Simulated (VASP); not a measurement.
# GaSb3 (I4/mmm) in VASP: a series of runs, part 2 of 2

VASP 6.6.1.

## Step 3: Single point, PBEsol (23.60 Å³/atom)

INCAR

```
PREC = Accurate ; ENCUT = 520
EDIFF = 1E-6 ; ISMEAR = 0
SIGMA = 0.15 ; LREAL = F
LASPH = T ; NELM = 100
ALGO = Normal ; ISIF = 2
LWAVE = F ; LCHARG = T
GGA = PS ; LELF = T
LVHAR = T ; NBANDS = 22
```

KPOINTS

```
Automatic mesh
0
Gamma
  10 10 10
```

POSCAR

```
GaSb3
1.0
    0.0000000000      3.7117618114      3.4259561520
    3.7117618114      0.0000000000      3.4259561520
    3.7117618114      3.7117618114      0.0000000000
Ga Sb
1 3
Direct
    0.0000000000      0.0000000000      0.0000000000
    0.2500000000      0.2500000000      0.2500000000
    0.7500000000      0.7500000000      0.7500000000
    0.5000000000      0.5000000000      0.5000000000
```

Potentials or basis: VASP PAW PBE potentials, release 64 (Ga_d, Sb).

On the command line:

```console
$ cat potpaw_PBE.64/Ga_d/POTCAR potpaw_PBE.64/Sb/POTCAR > POTCAR
$ mpirun -np 1 vasp_std > vasp.out
```

OUTCAR:

```text
PREC = Accurate
   ENCUT = 520
   EDIFF = 1E-6
   ISMEAR = 0
   LREAL = F
   LASPH = T
   NELM = 100
   ISIF = 2
   GGA = PS

 ion  position               nearest neighbor table
   1  0.000  0.000  0.000-   3 3.13   3 3.13   3 3.13   2 3.13   3 3.13   2 3.13   2 3.13   2 3.13

   2  0.250  0.250  0.250-   1 3.13   1 3.13   1 3.13   1 3.13   4 3.13   4 3.13   4 3.13   4 3.13
                             3 3.43   3 3.43   3 3.71   3 3.71   3 3.71   3 3.71
   3  0.750  0.750  0.750-   4 3.13   4 3.13   4 3.13   1 3.13   4 3.13   1 3.13   1 3.13   1 3.13
                             2 3.43   2 3.43   2 3.71   2 3.71   2 3.71   2 3.71
   4  0.500  0.500  0.500-   2 3.13   2 3.13   2 3.13   2 3.13   3 3.13   3 3.13   3 3.13   3 3.13

  LATTYP: Found a body centered tetragonal cell.
 ALAT       =     5.2492238940
 C/A-ratio  =     1.3053191181

  Lattice vectors:

 A1 = (   0.0000000000,  -3.7117618114,  -3.4259561520)
 A2 = (   0.0000000000,   3.7117618114,  -3.4259561520)
 A3 = (   3.7117618114,   0.0000000000,   3.4259561520)

Analysis of symmetry for initial positions (statically):
=====================================================================
 Subroutine PRICEL returns:
[... 171 lines left out ...]
  ---------------------------------------------------
  free energy    TOTEN  =       -16.35849290 eV

  energy without entropy =      -16.33435796  energy(sigma->0) =      -16.34642543

 E-fermi :   8.4845     XC(G=0): -10.7236

 val. band max:        8.4815203900   @ k =   0.0000   0.0000   0.0000
 cond. band min:       8.4902436936   @ k =  -0.4000   0.1000   0.4000
 fundamental gap:      0.0087233036
 Fermi energy:         8.4845043589

 k-point     1 :       0.0000    0.0000    0.0000
  band No.  band energies     occupation
      1      -6.2909      2.00000
      2      -6.2909      2.00000
      3      -6.2834      2.00000
      4      -6.2786      2.00000
      5      -6.2640      2.00000
      6      -4.7030      2.00000
[... 589 lines left out ...]
     21      13.1366      0.00000
     22      13.1420      0.00000

 [... further k-points ...]
[... 5 lines left out ...]
  --------------------------------------------------------------------------------------
  -------------------------------------------------------------------------------------
  Total        1.0972551      1.0972551      1.6456148      0.0000000     -0.0000000      0.0000000
  in kB       18.6228516     18.6228516     27.9297315      0.0000000     -0.0000000      0.0000000
  external PRESSURE =      21.7251449 kB  Pullay stress =       0.0000000 kB

 VOLUME and BASIS-vectors are now :
 -----------------------------------------------------------------------------
  energy-cutoff  :      520.00
  volume of cell :       94.40
      direct lattice vectors                 reciprocal lattice vectors
     0.000000000  3.711761811  3.425956152    -0.134706920  0.134706920  0.145944658
     3.711761811  0.000000000  3.425956152     0.134706920 -0.134706920  0.145944658
     3.711761811  3.711761811  0.000000000     0.134706920  0.134706920 -0.145944658

 POSITION                                       TOTAL-FORCE (eV/Angst)
 -----------------------------------------------------------------------------------
      0.00000      0.00000      0.00000         0.000000     -0.000000      0.000000
      1.85588      1.85588      1.71298        -0.000000     -0.000000      0.000000
      5.56764      5.56764      5.13893         0.000000      0.000000     -0.000000
      3.71176      3.71176      3.42596         0.000000     -0.000000     -0.000000
 -----------------------------------------------------------------------------------
    total drift:                               -0.000000      0.000000      0.000000

  FREE ENERGIE OF THE ION-ELECTRON SYSTEM (eV)
  ---------------------------------------------------
  free  energy   TOTEN  =       -16.3584929023 eV

  energy  without entropy=      -16.3343579595  energy(sigma->0) =      -16.34642543
```

stdout:

```text
POSCAR found type information on POSCAR GaSb
 POSCAR found :  2 types and       4 ions
 scaLAPACK will be used
 -----------------------------------------------------------------------------
|                                                                             |
|                                                                             |
|     You enforced a specific xc type in the INCAR file but a different       |
|     I HOPE YOU KNOW WHAT YOU ARE DOING!                                     |
|                                                                             |
 -----------------------------------------------------------------------------

 LDA part: xc-table for (Slater+PW92), standard interpolation
 POSCAR, INCAR and KPOINTS ok, starting setup
 FFT: planning ... GRIDC
 FFT: planning ... GRID_SOFT
 FFT: planning ... GRID
 WAVECAR not read
 entering main loop
```

It took 5.4 min on 1 thread of Intel Xeon 8259CL, shared host; peak memory 0.34 GiB.

Results:

* Free energy: -16.3585 eV
* Pressure: 2.2 GPa
* Band gap on the k mesh: zero (bands 14 and 15 overlap by 4.57 eV)

Caveat: the PAW data sets were made with another functional, which shifts forces and pressure a little; spin-orbit coupling is left out, which moves the levels of the heavy elements.
